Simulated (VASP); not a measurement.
Here is a VASP 6.6.1 calculation.

Contents of INCAR:

```
SYSTEM = Hg
PREC = Accurate ; ENCUT = 600
EDIFF = 1E-6 ; ISMEAR = -1
SIGMA = 0.08 ; LREAL = .False.
LASPH = .True. ; NELM = 60
ALGO = Normal ; ISIF = 3
LWAVE = .False. ; LCHARG = .False.
IBRION = 2 ; NSW = 60
EDIFFG = -0.005 ; PSTRESS = 1300.0
```

KPOINTS

```
regular mesh
0
Gamma
  16 16 9
  0 0 0
```

Contents of POSCAR:

```
Hg
1.0
    2.6905332033      0.0000000000      0.0000000000
   -1.3452666017      2.3300701038      0.0000000000
    0.0000000000      0.0000000000      4.3586637894
Hg
2
Direct
    0.3333333333      0.6666666667      0.2500000000
    0.6666666667      0.3333333333      0.7500000000
```

Potentials or basis: VASP PAW LDA potentials, release 64 (Hg).

Command:

```sh
$ cat potpaw_LDA.64/Hg/POTCAR > POTCAR
$ mpirun -np 1 vasp_std > vasp.out
```

Question: Predict the relaxed volume.

Answer: 13.65 Å³/atom.

Question: Predict the relaxed cell.

Answer: a = 2.669 Å, b = 2.669 Å, c = 4.423 Å, α = 90.00°, β = 90.00°, γ = 120.00°.

Final structure:
```yaml
crystal:
  lattice:
    - [2.66945, 0.00000, 0.00000]
    - [-1.33472, 2.31181, 0.00000]
    - [0.00000, 0.00000, 4.42323]
  atoms:
    - { symbol: Hg, position: [0.33333, 0.66667, 0.25000] }
    - { symbol: Hg, position: [0.66667, 0.33333, 0.75000] }
```

Caveat: the cell is relaxed towards a set pressure, so the run minimises the enthalpy, not the energy.
